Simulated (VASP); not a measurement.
BaO, 2 atoms in the cell. The structure is cubic, space group Fm-3m (No. 225). The conventional cell has a = 5.544 Å, b = 5.544 Å, c = 5.544 Å, α = 90.00°, β = 90.00°, γ = 90.00°. Ba (site symmetry m-3m) has 6 O at 2.77 Å within 3.7 Å. Within 3.7 Å of O (site symmetry m-3m) lie 6 Ba at 2.77 Å. 

| Property | Result |
| --- | --- |
| Program | VASP 6.6.1 |
| Task | single point |
| Functional | HSE06 |
| Potentials or basis | VASP PAW PBE potentials, release 64 (Ba_sv, O) |
| Cutoff | 520 eV |
| k mesh | 6 × 6 × 6 |
| Occupations | gaussian, width 0.01 eV |
| Spin | no spin polarisation |
| Dipole correction | no |
| Grid for exact exchange (PRECFOCK) | Normal |
| Further INCAR settings | ALGO = Normal; EDIFF = 1e-06; NBANDS = 15 |
| Share of exact exchange | 0.25 |
| Screening parameter | 0.2079 1/Å |

Potentials or basis: VASP PAW PBE potentials, release 64 (Ba_sv, O).

Command:

```sh
$ cat potpaw_PBE.64/Ba_sv/POTCAR potpaw_PBE.64/O/POTCAR > POTCAR
$ cp INCAR.step1 INCAR
$ mpirun -np 1 vasp_std > vasp.out
$ cp INCAR.step2 INCAR
$ mpirun -np 1 vasp_std > vasp.out
```

Hardware: 1 thread of Intel(R) Xeon(R) 6975P-C (Granite Rapids), with other jobs on the host.

How long does it take, and how much memory?

It took 28 min on 1 thread of Intel(R) Xeon(R) 6975P-C (Granite Rapids), on a shared host, peak memory 0.29 GiB. Counts: k points 16.
